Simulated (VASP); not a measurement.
**GaN: G0W0 quasiparticle levels with LDA**

The system is GaN.

```
CELL_PARAMETERS angstrom
2.96720 0.00000 0.00000
-1.48360 2.56967 0.00000
0.00000 0.00000 5.03293
ATOMIC_POSITIONS crystal
Ga 0.00000 0.00000 0.00000
Ga 0.00000 0.00000 0.50000
N 0.33333 0.66667 0.25000
N 0.66667 0.33333 0.75000
```

```yaml
Program: VASP 6.6.1
Task: G0W0 quasiparticle levels
Functional: LDA
Potentials_or_basis: VASP PAW LDA potentials, release 64 (Ga_d_GW, N_GW)
Cutoff: 500 eV
k_mesh: 6 × 6 × 4
Occupations: gaussian, width 0.01 eV
Spin: no spin polarisation
Dipole_correction: no
GW_scheme: G0W0
GW_iterations: 1
Cutoff_of_the_response_function: 140
Frequency_points: 96
Empty_bands: 144
Further_INCAR_settings: ALGO = EVGW0; EDIFF = 1e-08; NBANDS = 162
```

```json
{"Quasiparticle gap": "2.22 eV", "Least direct quasiparticle gap": "2.77 eV", "Band gap of the starting levels on the mesh": "1.09 eV", "Least direct gap of the starting levels on the mesh": "1.83 eV"}
```

Run time: 27 min on 1 thread of AMD EPYC 9R45 96-Core Processor (Zen 5), on a shared host, peak memory 0.78 GiB.

Caveat: the k points lie up to 0.41 Å⁻¹ apart; bands, screening cutoff and mesh are small and nothing is extrapolated, so the quasiparticle values aren't converged.
